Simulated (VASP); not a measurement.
A run of VASP 6.6.1 is set up as follows.

File INCAR:

```
SYSTEM = Sn
PREC = Accurate
ENCUT = 600
EDIFF = 1E-6
ISMEAR = -1
SIGMA = 0.05
LREAL = .False.
LASPH = .True.
NELM = 60
ALGO = Normal
ISIF = 3
LWAVE = .False.
LCHARG = .False.
GGA = PS
IBRION = 2
NSW = 60
EDIFFG = -0.005
PSTRESS = 230.0
```

The input KPOINTS:

```
Automatic mesh
0
Gamma
  14 14 8
  0 0 0
```

The input POSCAR:

```
Sn
1.0
    3.0894567008      0.0000000000      0.0000000000
   -1.5447283504      2.6755479868      0.0000000000
    0.0000000000      0.0000000000      5.0049198553
Sn
2
Direct
    0.3333333333      0.6666666667      0.2500000000
    0.6666666667      0.3333333333      0.7500000000
```

Potentials or basis: VASP PAW PBE potentials, release 64 (Sn_d).

Command:

```bash
$ cat potpaw_PBE.64/Sn_d/POTCAR > POTCAR
$ mpirun -np 1 vasp_std > vasp.out
```

Task: What does it give for the relaxed volume?

Result: 20.75 Å³/atom.

Task: Estimate the relaxed cell.

Result: a = 3.053 Å, b = 3.053 Å, c = 5.142 Å, α = 90.00°, β = 90.00°, γ = 120.00°.

Final structure:
```yaml
crystal:
  lattice:
    - [3.05322, 0.00000, 0.00000]
    - [-1.52661, 2.64416, 0.00000]
    - [0.00000, 0.00000, 5.14161]
  atoms:
    - { symbol: Sn, position: [0.33333, 0.66667, 0.25000] }
    - { symbol: Sn, position: [0.66667, 0.33333, 0.75000] }
```

Caveat: the cell is relaxed towards a set pressure, so the enthalpy falls and the energy may rise; the PAW data sets were made with another functional, which shifts forces and pressure a little.
